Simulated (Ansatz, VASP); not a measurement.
# BiBrO: VASP beside Ansatz

INCAR

```
SYSTEM = BiBrO
ALGO = Normal ; EDIFF = 1E-6
ENCUT = 520 ; GGA = CA
ISIF = 2 ; ISMEAR = 0
LASPH = .True. ; LCHARG = .False.
LREAL = .False. ; LWAVE = .False.
NBANDS = 37 ; NELM = 80
PREC = Accurate ; SIGMA = 0.05
```

File KPOINTS:

```
k-points
0
Gamma
  8 8 4
  0 0 0
```

The input POSCAR:

```
BiBrO
1.0
    3.7532000000      0.0000000000      0.0000000000
    0.0000000000      3.7532000000      0.0000000000
    0.0000000000      0.0000000000      7.8867516861
Bi Br O
2 2 2
Direct
    0.0000000000      0.5000000000      0.1575579020
    0.5000000000      0.0000000000      0.8424420980
    0.0000000000      0.5000000000      0.6517216503
    0.5000000000      0.0000000000      0.3482783497
    0.0000000000      0.0000000000      0.0000000000
    0.5000000000      0.5000000000      0.0000000000
```

Input for Ansatz:

```yaml
crystal:
  lattice:
    - [3.7532, 0.0, 0.0]
    - [0.0, 3.7532, 0.0]
    - [0.0, 0.0, 7.8867516861]
  atoms:
    - { symbol: Bi, position: [0.0, 0.5, 0.157557902] }
    - { symbol: Bi, position: [0.5, 0.0, 0.842442098] }
    - { symbol: Br, position: [0.0, 0.5, 0.6517216503] }
    - { symbol: Br, position: [0.5, 0.0, 0.3482783497] }
    - { symbol: O, position: [0.0, 0.0, 0.0] }
    - { symbol: O, position: [0.5, 0.5, 0.0] }
basis:
  ecutwfc: 520.0
kpoints:
  mp_grid: { grid: [8, 8, 4] }
hamiltonian:
  xc: lda
  pseudopotentials: { kind: paw }
scf:
  occupations: { method: gaussian, width: 0.05 }
output:
  forces: true
  stress: true
  eigenvalues: true
```

Alike in both runs: task single point; functional LDA; k mesh 8 × 8 × 4; occupations gaussian, width 0.05 eV; no spin polarisation.

```csv
,VASP,Ansatz
version,VASP 6.6.1,Ansatz 0.2.0
potentials or method,"VASP PAW LDA potentials, release 64 (Bi_d, Br, O), cutoff 520 eV","scalar-relativistic, plane waves, PAW"
valence electrons in the cell,56,56
```

```tsv
	VASP	Ansatz	Ansatz less VASP
gap on the k mesh at the Fermi level (eV)	2.12	2.14	+0.022
least direct gap on the mesh (eV)	2.47	2.48	+0.011
pressure (GPa)	8.9	8.5	-0.41
traceless stress, the component that is largest in VASP (GPa)	-2.71	-2.66	+0.050
rms of the force components (eV/Å)	0.274	0.242	-0.0324
```

LDA's correlation is that of Perdew and Zunger in VASP and of Perdew and Wang (1992) in Ansatz. Atom by atom the forces differ by 0.033 eV/Å (rms over components).

Neither program's run includes spin-orbit coupling.
